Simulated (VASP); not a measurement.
Write the native input for VASP 6.6.1 that does the following.

| Quantity | Value |
| --- | --- |
| Task | single point |
| Functional | PBE |
| Potentials or basis | VASP PAW PBE potentials, release 64 (Sr_sv, Nb_sv, O) |
| Cutoff | 520 eV |
| k mesh | 6 × 6 × 2 |
| Occupations | gaussian, width 0.1 eV |
| Spin | collinear spin, zero start |
| Starting moments | [0.0, 0.0, 0.0, 0.0, 0.0, 0.0] μB |
| Dipole correction | no |
| Further INCAR settings | ALGO = Normal; EDIFF = 1e-07; NBANDS = 42 |

The structure of Sr4NbO lies in POSCAR:

```
Sr4NbO
1.0
    3.3868227160      0.0000000000      0.0000000000
    0.0000000000      3.3868227160      0.0000000000
    0.0000000000      0.0000000000     15.4617245433
Sr Nb O
4 1 1
Direct
    0.5000000000      0.5000000000      0.0999594468
    0.0000000000      0.0000000000      0.6617737319
    0.0000000000      0.0000000000      0.3382262681
    0.5000000000      0.5000000000      0.9000405532
    0.5000000000      0.5000000000      0.5000000000
    0.0000000000      0.0000000000      0.0000000000
```

The cell was generated, and may not be a known phase.

These files were run (other wordings do the same):

INCAR

```
SYSTEM = Sr4NbO
ALGO = Normal
EDIFF = 1E-7
ENCUT = 520
GGA = PE
ISIF = 2
ISMEAR = 0
ISPIN = 2
LASPH = .True.
LCHARG = .False.
LMAXMIX = 4
LORBIT = 11
LREAL = .False.
LWAVE = .False.
MAGMOM = 0 0 0 0 0 0
NBANDS = 42
NELM = 150
PREC = Accurate
SIGMA = 0.1
```

KPOINTS

```
k-points
0
Gamma
  6 6 2
  0 0 0
```

Potentials or basis: VASP PAW PBE potentials, release 64 (Sr_sv, Nb_sv, O).

Command:

```console
$ cat potpaw_PBE.64/Sr_sv/POTCAR potpaw_PBE.64/Nb_sv/POTCAR potpaw_PBE.64/O/POTCAR > POTCAR
$ mpirun -np 1 vasp_std > vasp.out
```

Results of the run:

```
Pressure                                              : 0.2 GPa
Largest force                                         : 0.021 eV/Å
Net moment                                            : 0.00 μB per cell
Valence electrons inside the program's atomic spheres : Sr 8.00, 8.07 (each value once); Nb 10.50; O 4.89
```

Caveat: no moment was typed at the start, so none could form.

It took 4.3 min on 1 thread of Intel(R) Xeon(R) 6975P-C (Granite Rapids), on a shared host, peak memory 0.49 GiB.
